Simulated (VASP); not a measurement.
# K8Ag3Rh4F24 (a cell with a defect): single point with LDA

System: K8Ag3Rh4F24 (a cell with a defect).

```
K Ag Rh F
1.0
     8.93040    0.00000    0.00000
     0.00000    8.93040    0.00000
     0.00000    0.00000    8.93040
K Ag Rh F
8 3 4 24
Direct
  0.25671 0.32401 0.27137
  0.73484 0.75970 0.76121
  0.74943 0.76602 0.27200
  0.27433 0.24288 0.80124
  0.76691 0.32248 0.78010
  0.29163 0.75427 0.23710
  0.23496 0.77698 0.75136
  0.80540 0.22780 0.26598
  0.53292 0.47558 0.50571
  0.99657 0.01169 0.48112
  0.46818 0.01711 0.98942
  0.99683 0.00857 0.02254
  0.50166 0.49636 0.02470
  0.48843 0.00477 0.49479
  0.98811 0.50811 0.50146
  0.49299 0.53171 0.24307
  0.78255 0.43380 0.48254
  0.50165 0.44858 0.79084
  0.48689 0.22624 0.47182
  0.48031 0.77735 0.50144
  0.20047 0.57224 0.51442
  0.97905 0.96609 0.23690
  0.26593 0.00966 0.46759
  0.00906 0.05009 0.81640
  0.94712 0.73508 0.49250
  0.01696 0.29648 0.50697
  0.71338 0.02675 0.50152
  0.94598 0.53246 0.72397
  0.28232 0.49446 0.01247
  0.02479 0.47535 0.30204
  0.04257 0.20217 0.09660
  0.95895 0.79934 0.97016
  0.71430 0.50337 0.99876
  0.45776 0.02214 0.74592
  0.78822 0.06890 0.99973
  0.50311 0.98243 0.25929
  0.47189 0.70663 0.98128
  0.49480 0.27575 0.07979
  0.21278 0.94466 0.02892
```

```
Program                : VASP 6.6.1
Task                   : single point
Functional             : LDA
Potentials or basis    : VASP PAW LDA potentials, release 64 (K_sv, Ag, Rh_pv, F)
Cutoff                 : 520 eV
k mesh                 : 1 × 1 × 1
Occupations            : fermi-dirac, width 0.05 eV
Spin                   : no spin polarisation
Dipole correction      : no
Further INCAR settings : LREAL = Auto; ALGO = Normal; EDIFF = 1e-06; NBANDS = 192
```

* Pressure: -5.6 GPa
* Largest force: 3.398 eV/Å
* Band gap on the k mesh: zero (an odd number of electrons rules out a gap without spin polarisation)

Forces in eV/Å, atoms in the order of the input:
```
K    0.118 -0.257 -0.109
K    0.313 -0.114  0.170
K    0.017  0.041 -0.064
K   -0.185  0.348  0.011
K    0.163 -0.285  0.133
K   -0.096  0.047  0.178
K   -0.081 -0.209  0.046
K   -0.259  0.186 -0.109
Ag  -0.491  0.239  0.015
Ag   0.110 -0.051  0.356
Ag   0.300 -0.082  1.029
Rh   0.287 -1.586  0.482
Rh  -1.766 -1.328 -1.639
Rh  -0.324  0.102 -0.826
Rh  -0.029  1.802  2.881
F    0.199  0.173  0.107
F   -0.663  0.368 -0.013
F    0.111  0.201  0.753
F   -0.004  0.046  0.186
F    0.418  0.356  0.247
F   -0.276 -0.339  0.076
F   -0.341 -0.357  0.402
F   -0.088 -0.317  0.315
F    0.502  0.395 -1.411
F   -0.093 -0.410 -0.079
F    0.614 -1.277  0.324
F    0.094 -0.458  0.038
F    0.127  0.031 -1.084
F    0.360 -0.287  0.508
F    0.010  0.192 -2.074
F    0.294  0.879 -0.177
F   -0.322  0.578 -0.163
F    0.482  0.128  0.454
F    0.079 -0.133 -1.192
F   -0.255 -0.072  0.282
F    0.015 -0.008  0.878
F    0.504  0.767 -0.221
F    0.188  0.361 -0.559
F   -0.034  0.330 -0.152
```

Stress tensor (GPa, compression positive):
```
-5.30 -0.25  0.18
-0.25 -5.28 -0.61
 0.18 -0.61 -6.17
```

Levels at points of the mesh, in eV from the Fermi level:
```tsv
k point	band 165	band 166	band 167	band 168	band 169	band 170
(0.00, 0.00, 0.00)	-0.12	-0.10	-0.08	0.54	0.90	1.35
```

It took 9.9 min on 1 thread of Oxide Virtual Turin-like Processor (shared host), peak memory 0.51 GiB.

Caveat: the k points lie up to 0.70 Å⁻¹ apart, too coarse for converged energies and pressures of a metal; an odd number of electrons without spin polarisation forces a metal; a magnetic or distorted state may lie lower.
